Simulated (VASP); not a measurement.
**Sm3O: single point with PBE**

Crystal: Sm3O.

```
Sm O
1.0
    -2.76629    2.76629    3.29434
     2.76629   -2.76629    3.29434
     2.76629    2.76629   -3.29434
Sm O
3 1
Direct
  0.50000 0.00000 0.50000
  0.00000 0.50000 0.50000
  0.00000 0.00000 0.00000
  0.50000 0.50000 0.00000
```

The cell was built from a structure type or drawn by symmetry, and may not be a known phase.

| Item | Value |
| --- | --- |
| Program | VASP 6.6.1 |
| Task | single point |
| Functional | PBE |
| Potentials or basis | VASP PAW PBE potentials, release 64 (Sm_3, O), 4f in core |
| Cutoff | 600 eV |
| k mesh | 4 × 4 × 4 |
| Occupations | gaussian, width 0.1 eV |
| Spin | no spin polarisation |
| Dipole correction | no |
| Mended | yes |
| Further INCAR settings | ALGO = Normal; EDIFF = 1e-06; NBANDS = 28 |

```json
{
 "Pressure": "-0.7 GPa",
 "Band gap on the k mesh": "zero (an odd number of electrons rules out a gap without spin polarisation)"
}
```

Stress tensor (GPa, compression positive):
```
 0.00  0.00  0.00
 0.00  0.00  0.00
 0.00  0.00 -2.20
```

Levels at points of the mesh, in eV from the Fermi level:
```csv
k point,band 17,band 18,band 19,band 20,band 21,band 22,band 23,band 24
"(0.00, 0.00, 0.00)",-2.18,-2.18,-2.16,-2.16,-1.21,-0.88,2.56,4.24
"(0.50, 0.00, 0.00)",-1.14,-0.71,-0.13,0.09,0.41,0.89,2.07,2.39
"(0.50, 0.50, 0.00)",-0.92,0.17,0.35,0.45,1.50,1.55,2.21,2.25
"(0.50, 0.50, 0.50)",-1.69,-1.13,-1.05,-0.42,-0.30,-0.30,2.07,2.77
```

It took 34 s on 1 thread of Intel(R) Xeon(R) Platinum 8488C (Sapphire Rapids) (shared host), peak memory 0.27 GiB.

Caveat: the k points lie up to 0.37 Å⁻¹ apart, too coarse for converged energies and pressures of a metal; spin-orbit coupling is left out, which moves the levels of the heavy elements; the 4f electrons are frozen in the core, so they carry no moment and show no levels; an odd number of electrons without spin polarisation forces a metal; a magnetic or distorted state may lie lower; the run has no spin polarisation, though such a crystal can be magnetic. With open d or f shells a metallic result of PBE can be an artefact of self-interaction; +U or a hybrid may open a gap.
